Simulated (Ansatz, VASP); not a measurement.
**Au in VASP and in Ansatz**

File POSCAR:

```
Au
1.0
    0.0000000000      2.0072491500      2.0455000000
    2.0837508500      0.0000000000      2.0455000000
    2.0837508500      2.0072491500      0.0000000000
Au
1
Direct
    0.0000000000      0.0000000000      0.0000000000
```

The input INCAR.step1:

```
SYSTEM = Au
ALGO     = Normal         ! electronic algorithm
EDIFF    = 1E-4           ! SCF threshold, eV
ENCUT    = 520            ! plane-wave cutoff, eV
GGA      = PE             ! functional
ISMEAR   = 0              ! smearing method
LASPH    = .TRUE.         ! aspherical terms in the spheres
LCHARG   = .FALSE.        ! write CHGCAR
LREAL    = .FALSE.        ! projectors in reciprocal space
LWAVE    = .TRUE.         ! write WAVECAR
NBANDS   = 12             ! bands
NELM     = 100            ! most SCF steps
PREC     = Accurate       ! precision mode
SIGMA    = 0.15           ! smearing width, eV
```

Contents of INCAR.step2:

```
SYSTEM = Au
ALGO     = Normal         ! electronic algorithm
EDIFF    = 1E-6           ! SCF threshold, eV
ENCUT    = 520            ! plane-wave cutoff, eV
ISIF     = 2              ! what is computed and relaxed
ISMEAR   = 0              ! smearing method
ISTART   = 1            
LASPH    = .TRUE.         ! aspherical terms in the spheres
LCHARG   = .FALSE.        ! write CHGCAR
LMIXTAU  = .TRUE.       
LREAL    = .FALSE.        ! projectors in reciprocal space
LWAVE    = .FALSE.        ! write WAVECAR
METAGGA  = R2SCAN         ! meta-GGA
NBANDS   = 12             ! bands
NELM     = 100            ! most SCF steps
PREC     = Accurate       ! precision mode
SIGMA    = 0.15           ! smearing width, eV
```

The input KPOINTS:

```
k-points
0
G
  20 20 20
  0 0 0
```

Input for Ansatz:

```yaml
crystal:
  lattice:
    - [0.0, 2.00724915, 2.0455]
    - [2.08375085, 0.0, 2.0455]
    - [2.08375085, 2.00724915, 0.0]
  atoms:
    - { symbol: Au, position: [0.0, 0.0, 0.0] }
basis:
  ecutwfc: 500
kpoints:
  mp_grid: { grid: [20, 20, 20] }
hamiltonian:
  xc: r2scan
scf:
  occupations: { method: gaussian, width: 0.15 }
output:
  forces: true
  stress: true
  eigenvalues: true
```

Change from the starting cell: strain +0.0187 x Voigt [1, -1, 0, 0, 0, 0], atoms carried along.

Alike in both runs: task single point; functional r2SCAN; k mesh 20 × 20 × 20; occupations gaussian, width 0.15 eV; no spin polarisation.

|  | VASP | Ansatz |
| --- | --- | --- |
| version | VASP 6.6.1 | Ansatz 0.2.0 |
| potentials or method | VASP PAW PBE potentials, release 64 (Au), cutoff 520 eV | scalar-relativistic, plane waves, PAW |
| valence electrons in the cell | 11 | 19 |

Ansatz gave:

| Property | Result |
| --- | --- |
| gap on the k mesh at the Fermi level (eV) | none |
| pressure (GPa) | 4.2 |
| traceless stress, the component that is largest in VASP (GPa) | -0.63 |

Question: What did VASP give for the same quantities?

Answer: gap on the k mesh at the Fermi level (eV): none; pressure (GPa): 4.5; traceless stress, the component that is largest in VASP (GPa): -0.65.

VASP's potentials were made for PBE, not for r2SCAN. A gap of «none» marks a metal or a gap that the smearing closes. VASP's potentials hold 11 valence electrons a cell and Ansatz's 19, so a difference there can come from the potentials and not from the codes.

Spin-orbit coupling is off throughout.
